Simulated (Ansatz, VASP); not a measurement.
## One calculation of Sc3Te, two programs

```
CELL_PARAMETERS angstrom
0.00000 3.56950 3.56950
3.56950 0.00000 3.56950
3.56950 3.56950 0.00000
ATOMIC_POSITIONS crystal
Sc 0.25000 0.25000 0.25000
Sc 0.75000 0.75000 0.75000
Sc 0.50000 0.50000 0.50000
Te 0.00000 0.00000 0.00000
```

Alike in both runs: task single point; functional PBE; k mesh 5 × 5 × 5; occupations fermi-dirac, width 0.05 eV; no spin polarisation; Hubbard terms Sc d U = 8 eV.

```csv
,VASP,Ansatz
version,VASP 6.6.1,Ansatz 0.2.0
potentials or method,"VASP PAW PBE potentials, release 64 (Sc_sv, Te)",Ansatz PAW
plane-wave cutoff (eV),520,420
valence electrons in the cell,39,49
```

VASP gave:

```
gap on the k mesh at the Fermi level (eV) : none
pressure (GPa)                            : 16.7
```

Task: Which values does Ansatz return?

Result: gap on the k mesh at the Fermi level (eV): none; pressure (GPa): 17.0.

The programs project onto different local orbitals, so the same U acts differently, and such runs can settle in different states. A gap of «none» marks a metal or a gap that the smearing closes. VASP's potentials hold 39 valence electrons a cell and Ansatz's 49, so a difference there can come from the potentials and not from the codes.

Neither program's run includes spin-orbit coupling.
